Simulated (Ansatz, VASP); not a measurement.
One calculation of SiO2, two programs

File INCAR:

```
SYSTEM = SiO2
PREC     = Accurate       ! precision mode
ENCUT    = 520            ! plane-wave cutoff, eV
EDIFF    = 1E-8           ! SCF threshold, eV
ISMEAR   = -1             ! smearing method
SIGMA    = 0.03           ! smearing width, eV
LREAL    = .False.        ! projectors in reciprocal space
LASPH    = .True.         ! aspherical terms in the spheres
NELM     = 100            ! most SCF steps
ALGO     = Normal         ! electronic algorithm
ISIF     = 2              ! what is computed and relaxed
LWAVE    = .False.        ! write WAVECAR
LCHARG   = .False.        ! write CHGCAR
GGA      = PE             ! functional
LEFG     = .True.       
NBANDS   = 25             ! bands
```

File KPOINTS:

```
Automatic mesh
0
Gamma
  7 7 7
  0 0 0
```

POSCAR

```
SiO2
1.0
   -2.4206118211      2.4206118211      3.8174304072
    2.4206118211     -2.4206118211      3.8174304072
    2.4206118211      2.4206118211     -3.8174304072
Si O
2 4
Direct
    0.0000000000      0.0000000000      0.0000000000
    0.7500000000      0.2500000000      0.5000000000
    0.9983800000      0.6250000000      0.8733800000
    0.3750000000      0.2483800000      0.3733800000
    0.7516200000      0.1250000000      0.1266200000
    0.8750000000      0.0016200000      0.6266200000
```

Input for Ansatz:

```yaml
crystal:
  lattice:
    - [-2.4206118211, 2.4206118211, 3.8174304072]
    - [2.4206118211, -2.4206118211, 3.8174304072]
    - [2.4206118211, 2.4206118211, -3.8174304072]
  atoms:
    - { symbol: Si, position: [0.0, 0.0, 0.0] }
    - { symbol: Si, position: [0.75, 0.25, 0.5] }
    - { symbol: O, position: [0.99838, 0.625, 0.87338] }
    - { symbol: O, position: [0.375, 0.24838, 0.37338] }
    - { symbol: O, position: [0.75162, 0.125, 0.12662] }
    - { symbol: O, position: [0.875, 0.00162, 0.62662] }
kpoints:
  mp_grid: { grid: [7, 7, 7] }
scf:
  occupations: { method: fermi_dirac, width: 0.03 }
hamiltonian:
  xc: pbe
  pseudopotentials: { kind: all_electron, datasets: crystal }
output:
  forces: true
  stress: true
  eigenvalues: true
  efg: { contact_densities: true }
```

Change from the starting cell: volume scaled by 1.06, crystal datasets.

Alike in both runs: task electric field gradients; functional PBE; k mesh 7 × 7 × 7; occupations fermi-dirac, width 0.03 eV; no spin polarisation.

|  | VASP | Ansatz |
| --- | --- | --- |
| version | VASP 6.6.1 | Ansatz 0.2.0 |
| potentials or method | VASP PAW PBE potentials, release 64 (Si, O), cutoff 520 eV | all-electron PAW with datasets made for the crystal, scalar-relativistic |

|  | VASP | Ansatz | Ansatz less VASP |
| --- | --- | --- | --- |
| gap on the k mesh at the Fermi level (eV) | 5.62 | 5.63 | +0.013 |
| pressure (GPa) | -5.4 | -5.5 | -0.10 |
| traceless stress, the component that is largest in VASP (GPa) | -1.44 | -1.49 | -0.051 |
| rms of the force components (eV/Å) | 0.262 | 0.262 | -0.0005 |
| size of Vzz on the site where it differs most (V/Å²) | 94.8 | 95.5 | +0.73 |

Atom by atom the forces differ by 0.000 eV/Å (rms over components). Ansatz ran all-electron here, and VASP with PAW potentials.
